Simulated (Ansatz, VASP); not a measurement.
Two plane-wave programs on Ta

```xyz
1
Lattice="-1.6277 1.6277 1.6277 1.6277 -1.6277 1.6277 1.6277 1.6277 -1.6277" Properties=species:S:1:pos:R:3 pbc="T T T"
Ta    0.0000    0.0000    0.0000
```

Alike in both runs: task single point; functional LDA; k mesh 14 × 14 × 14; occupations methfessel-paxton of order 1, width 0.2 eV; no spin polarisation.

|  | VASP | Ansatz |
| --- | --- | --- |
| version | VASP 6.6.1 | Ansatz 0.2.0 |
| potentials or method | VASP PAW LDA potentials, release 64 (Ta_pv), cutoff 520 eV | plane waves (420 eV) with PAW, scalar-relativistic |
| valence electrons in the cell | 11 | 13 |

|  | VASP | Ansatz | Ansatz less VASP |
| --- | --- | --- | --- |
| pressure (GPa) | 0.9 | 0.0 | -0.90 |

Ansatz warns that its potentials were made for another functional, while VASP's fit it. LDA's correlation is that of Perdew and Zunger in VASP and of Perdew and Wang (1992) in Ansatz. VASP's potentials hold 11 valence electrons a cell and Ansatz's 13, so a difference there can come from the potentials and not from the codes.

Spin-orbit coupling is off throughout.
